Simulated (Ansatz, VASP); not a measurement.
Two plane-wave programs on Pd

```xyz
1
Lattice="-1.4937 1.4937 1.4937 1.4937 -1.4937 1.4937 1.4937 1.4937 -1.4937" Properties=species:S:1:pos:R:3 pbc="T T T"
Pd    0.0000    0.0000    0.0000
```

Change from the starting cell: strain -0.050 along x and y, -0.050 along z, atoms carried along.

Alike in both runs: task single point; functional PBEsol; k mesh 22 × 22 × 22; occupations gaussian, width 0.15 eV; no spin polarisation.

|  | VASP | Ansatz |
| --- | --- | --- |
| version | VASP 6.6.1 | Ansatz 0.2.0 |
| potentials or method | VASP PAW PBE potentials, release 64 (Pd), cutoff 520 eV | scalar-relativistic, plane waves, PAW |
| valence electrons in the cell | 10 | 18 |

```tsv
	VASP	Ansatz	Ansatz less VASP
gap on the k mesh at the Fermi level (eV)	none	none	-
pressure (GPa)	24.0	24.6	+0.59
```

VASP's potentials were made for PBE, not for PBEsol. A gap of «none» marks a metal or a gap that the smearing closes. VASP's potentials hold 10 valence electrons a cell and Ansatz's 18, so a difference there can come from the potentials and not from the codes.
